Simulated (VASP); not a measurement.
# H8C3 in VASP: notebook, part 2 of 2

VASP 6.6.1.

**4. Relaxation of the atoms, PBE+D3(BJ)**

The input, INCAR:

```
  PREC = Accurate
  ENCUT = 520
  EDIFF = 1E-6
  ISMEAR = -1
  SIGMA = 0.02
  LREAL = Auto
  LASPH = True
  NELM = 100
  ALGO = Normal
  ISIF = 2
  LWAVE = False
  LCHARG = False
  GGA = PE
  IVDW = 12
  IBRION = 2
  NSW = 35
  EDIFFG = -0.3
```

The input, KPOINTS:

```
regular mesh
0
Gamma
  1 1 1
```

The input, POSCAR:

```
H8C3
1.0
    8.2694670000      0.0000000000      0.0000000000
    0.0000000000      8.2694670000      0.0000000000
    0.0000000000      0.0000000000      8.2694670000
C H
9 24
Direct
    0.6622131000      0.4137997000      0.4827860000
    0.6029219000      0.2789344000      0.4167837000
    0.5424322000      0.3066878000     -0.0442155000
    0.4681132000      0.4063856000      0.0587285000
    0.0506768000      0.0902205000      0.3597745000
    0.1070886000     -0.0608325000      0.3675908000
    0.8724095000      0.8748042000      0.1372529000
    0.0497268000      0.6337598000      0.8234223000
    0.0944406000      0.4758832000      0.1876283000
    0.6677347000      0.5265837000      0.4160220000
    0.7073428000      0.4162286000      0.6059346000
    0.5577923000      0.2765056000      0.2936351000
    0.5974003000      0.1661504000      0.4835477000
    0.5939435000      0.3497859000     -0.1568978000
    0.5544102000      0.1784199000     -0.0194762000
    0.4561352000      0.5346535000      0.0339892000
    0.4166019000      0.3632875000      0.1714108000
    0.0261306000      0.1488068000      0.2449996000
    0.0270314000      0.1606759000      0.4678721000
    0.1307340000     -0.1312879000      0.2594932000
    0.1316348000     -0.1194189000      0.4823658000
    0.8287619000      0.9662627000      0.2214755000
    0.7825163000      0.8555551000      0.0428500000
    0.8930901000      0.7618597000      0.2018989000
    0.9852695000      0.9155391000      0.0827873000
    0.1111561000      0.7121303000      0.9097226000
   -0.0366615000      0.5573894000      0.8872021000
    0.1383738000      0.5580116000      0.7620454000
   -0.0139614000      0.7075081000      0.7347192000
    0.0115172000      0.5327217000      0.2728123000
    0.0275606000      0.3933863000      0.1096248000
    0.1863896000      0.4087580000      0.2539820000
    0.1522950000      0.5686669000      0.1140941000
```

Launch:

```
$ cat potpaw_PBE.64/C/POTCAR potpaw_PBE.64/H/POTCAR > POTCAR
$ mpirun -np 1 vasp_gam > vasp.out
```

It took 7.3 min on 1 thread of Intel Xeon 6975P-C (Granite Rapids), shared host; peak memory 0.59 GiB.

It converged, with:

```
Free energy                  : -168.7726 eV
Energy gained by relaxing    : 16.6 meV/atom
Ionic steps                  : 23
Pressure after relaxing      : 0.1 GPa
Largest force after relaxing : 0.291 eV/Å
Band gap on the k mesh       : 5.18 eV
Dispersion energy per atom   : -0.026 eV
```

Forces on the atoms (eV/Å):
```
C    0.009  0.118 -0.080
C    0.036 -0.064  0.150
C   -0.028 -0.209  0.079
C    0.080  0.237 -0.148
C    0.168  0.095  0.202
C   -0.051  0.071 -0.177
C    0.003 -0.070 -0.228
C    0.024  0.009  0.019
C   -0.052 -0.041  0.005
H    0.052 -0.148  0.072
H   -0.034  0.024  0.001
H   -0.034 -0.074 -0.076
H    0.083  0.113 -0.031
H    0.063 -0.003 -0.019
H   -0.020  0.177 -0.085
H   -0.004 -0.197 -0.034
H   -0.010  0.004  0.096
H   -0.053 -0.061  0.119
H   -0.003 -0.179 -0.173
H   -0.003 -0.031  0.147
H    0.027  0.036  0.044
H   -0.080  0.111  0.123
H   -0.044 -0.005 -0.059
H   -0.004 -0.028  0.060
H   -0.055  0.010  0.007
H    0.041  0.073  0.032
H   -0.100 -0.056  0.043
H    0.111 -0.113 -0.093
H   -0.091  0.111 -0.166
H   -0.142  0.063  0.117
H   -0.034 -0.032 -0.041
H    0.076 -0.064  0.132
H    0.070  0.124 -0.039
```

Stress tensor (GPa, compression positive):
```
 0.08 -0.07  0.03
-0.07 -0.14 -0.02
 0.03 -0.02  0.22
```

The path:
```csv
step,energy change (eV),largest force (eV/Å),pressure (GPa)
1,0.0000,0.8607,0.83
2,0.0444,2.5492,0.63
3,-0.0283,0.7278,0.73
4,-0.0739,0.6364,0.37
5,-0.0902,0.8501,0.00
6,-0.1266,0.5051,-0.08
7,-0.1558,0.6986,-0.24
8,-0.1946,0.4959,-0.07
9,-0.2522,0.4385,0.43
10,-0.2974,0.6419,0.54
11,-0.3090,1.4163,0.64
12,-0.3280,1.1796,0.61
13,-0.3692,0.6740,0.55
14,-0.3839,1.4648,0.43
15,-0.3887,0.9559,0.47
16,-0.4306,0.7697,0.35
17,-0.4763,0.6253,0.05
18,-0.4961,0.3591,0.00
19,-0.5027,0.4890,-0.05
20,-0.5159,0.3914,-0.06
21,-0.5188,0.5884,-0.06
22,-0.5314,0.4239,-0.03
23,-0.5472,0.2906,0.06
```

Final structure:
```yaml
crystal:
  lattice:
    - [8.26947, 0.00000, 0.00000]
    - [0.00000, 8.26947, 0.00000]
    - [0.00000, 0.00000, 8.26947]
  atoms:
    - { symbol: C, position: [0.66698, 0.41150, 0.48709] }
    - { symbol: C, position: [0.61542, 0.26977, 0.43020] }
    - { symbol: C, position: [0.54400, 0.30839, 0.94878] }
    - { symbol: C, position: [0.46567, 0.41313, 0.04278] }
    - { symbol: C, position: [0.06673, 0.09341, 0.37944] }
    - { symbol: C, position: [0.13253, 0.94667, 0.39387] }
    - { symbol: C, position: [0.84264, 0.86811, 0.11389] }
    - { symbol: C, position: [0.04771, 0.63705, 0.81150] }
    - { symbol: C, position: [0.09123, 0.47445, 0.20006] }
    - { symbol: H, position: [0.67006, 0.51973, 0.41041] }
    - { symbol: H, position: [0.70845, 0.42659, 0.61151] }
    - { symbol: H, position: [0.57815, 0.25772, 0.30478] }
    - { symbol: H, position: [0.60765, 0.16099, 0.50530] }
    - { symbol: H, position: [0.60182, 0.34534, 0.83640] }
    - { symbol: H, position: [0.55149, 0.17964, 0.98054] }
    - { symbol: H, position: [0.45887, 0.54266, 0.01459] }
    - { symbol: H, position: [0.40432, 0.37454, 0.15221] }
    - { symbol: H, position: [0.04630, 0.14728, 0.26062] }
    - { symbol: H, position: [0.03522, 0.16860, 0.48436] }
    - { symbol: H, position: [0.16390, 0.87741, 0.28558] }
    - { symbol: H, position: [0.15528, 0.88906, 0.51025] }
    - { symbol: H, position: [0.79340, 0.95877, 0.19574] }
    - { symbol: H, position: [0.75521, 0.84010, 0.01852] }
    - { symbol: H, position: [0.87073, 0.75772, 0.18090] }
    - { symbol: H, position: [0.95398, 0.91445, 0.05872] }
    - { symbol: H, position: [0.10880, 0.71730, 0.89679] }
    - { symbol: H, position: [0.95954, 0.56421, 0.87731] }
    - { symbol: H, position: [0.13662, 0.55804, 0.75449] }
    - { symbol: H, position: [0.98625, 0.70907, 0.71987] }
    - { symbol: H, position: [0.00305, 0.52996, 0.28070] }
    - { symbol: H, position: [0.02897, 0.39439, 0.11518] }
    - { symbol: H, position: [0.17707, 0.40430, 0.27118] }
    - { symbol: H, position: [0.15517, 0.56748, 0.13229] }
```

Levels at points of the mesh, in eV from the valence-band top:
| k point | band 28 | band 29 | band 30 | band 31 | band 32 | band 33 |
| --- | --- | --- | --- | --- | --- | --- |
| (0.00, 0.00, 0.00) | -0.24 | -0.20 | 0.00 | 5.18 | 5.26 | 5.40 |

Caveat: the k points lie up to 0.76 Å⁻¹ apart; the relaxation stopped at a loose force limit of 0.3 eV/Å, so its end isn't a converged minimum.

**5. Overview**

```tsv
task	cell	gap on the mesh (eV)	pressure (GPa)	largest force (eV/Å)
single point	as given, atomic positions A	4.96	0.5	3.09
single point	as given, atomic positions B	4.84	0.1	4.18
relaxation of the atoms	atoms relaxed, atomic positions C	5.18	0.1	0.29
```

Alike in all rows: level PBE+D3(BJ); potentials or basis VASP PAW PBE potentials, release 64 (C, H); no spin polarisation; k mesh 1 × 1 × 1; cutoff (eV) 520; smearing fermi-dirac 0.02 eV.

Caveats: all runs use coarse meshes; the atoms stand as in a frame of molecular dynamics (at least some runs); the relaxation stopped at a loose force limit of 0.3 eV/Å, so its end isn't a converged minimum (at least some runs).

Absolute energies hang on the potentials; compare differences alone.
